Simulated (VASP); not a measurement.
Runs of VASP 6.6.1 on Zn. The structure is that of space group Pm-3m (No. 221), or close to it. The cells are those of the table. 

```tsv
task	cell	cutoff (eV)	gap on the mesh (eV)	pressure (GPa)
single point	a = 2.282 Å, 1 atom	520	none	61.2
single point	a = 2.436 Å, 1 atom	520	none	20.7
single point	a = 2.625 Å, 1 atom	520	none	(a)
relaxation of cell and atoms	relaxed from a = 2.560 Å, 1 atom	600	none	0.0
relaxation of cell and atoms	relaxed to 60 GPa from a = 2.560 Å, 1 atom	600	none	60.1
relaxation of cell and atoms	relaxed to 20 GPa from a = 2.560 Å, 1 atom	600	none	20.0
single point	a = 2.343 Å, 1 atom	520	none	40.8
relaxation of cell and atoms	relaxed to 40 GPa from a = 2.560 Å, 1 atom	600	none	40.0
```

Alike in all rows: level PBE; potentials or basis VASP PAW PBE potentials, release 64 (Zn); no spin polarisation; k mesh 9 × 9 × 9; smearing methfessel-paxton 0.05 eV.

**Question.** Fill in the values left out.

**Answer.** (a) 0.2.

Caveats: the cell is relaxed towards a set pressure, so the enthalpy falls and the energy may rise (some runs).

A gap of «none» marks levels without a gap at the run's occupations.
